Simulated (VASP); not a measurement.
## Ga2O3: single point with r2SCAN

The system is Ga2O3.

```
Ga O
1.0
     6.22678   -1.54833    0.00000
     6.22678    1.54833    0.00000
    -1.41317    0.00000    5.74043
Ga O
4 6
Direct
  0.34134 0.34134 0.68598
  0.65866 0.65866 0.31402
  0.90950 0.90950 0.20540
  0.09050 0.09050 0.79460
  0.50410 0.50410 0.74340
  0.49590 0.49590 0.25660
  0.82670 0.82670 0.43680
  0.17330 0.17330 0.56320
  0.83550 0.83550 0.89020
  0.16450 0.16450 0.10980
```

```json
{
 "Program": "VASP 6.6.1",
 "Task": "single point",
 "Functional": "r2SCAN",
 "Potentials or basis": "VASP PAW PBE potentials, release 64 (Ga_d, O)",
 "Cutoff": "520 eV",
 "k mesh": "9 × 9 × 5",
 "Occupations": "fermi-dirac, width 0.05 eV",
 "Spin": "no spin polarisation",
 "Dipole correction": "no",
 "Further INCAR settings": "ALGO = Normal; EDIFF = 1e-07; NBANDS = 55"
}
```

```yaml
Pressure: -8.4 GPa
Largest_force: 0.262 eV/Å
Band_gap_on_the_k_mesh: 2.53 eV (least direct gap 2.57 eV)
```

Forces on the atoms (eV/Å):
```
Ga  -0.005  0.000 -0.004
Ga   0.005  0.000  0.004
Ga   0.034  0.000 -0.079
Ga  -0.034  0.000  0.079
O    0.080  0.000  0.086
O   -0.080  0.000 -0.086
O   -0.046  0.000 -0.040
O    0.046  0.000  0.040
O    0.251  0.000  0.076
O   -0.251  0.000 -0.076
```

Stress tensor (GPa, compression positive):
```
-7.73  0.00 -0.17
 0.00 -8.96  0.00
-0.17  0.00 -8.47
```

Levels at points of the mesh, in eV from the valence-band top:
```tsv
k point	band 40	band 41	band 42	band 43	band 44	band 45	band 46	band 47	band 48	band 49
(0.00, 0.00, 0.00)	-0.69	-0.66	-0.46	-0.28	-0.04	2.53	5.94	6.96	7.08	8.23
```

It took 41 min on 4 MPI ranks on Oxide Virtual Turin-like Processor, on a shared host, peak memory 0.7 GiB a rank.

Caveat: the cell stands under tension; the PAW data sets were made with another functional, which shifts forces and pressure a little. A k mesh can miss the band edges.
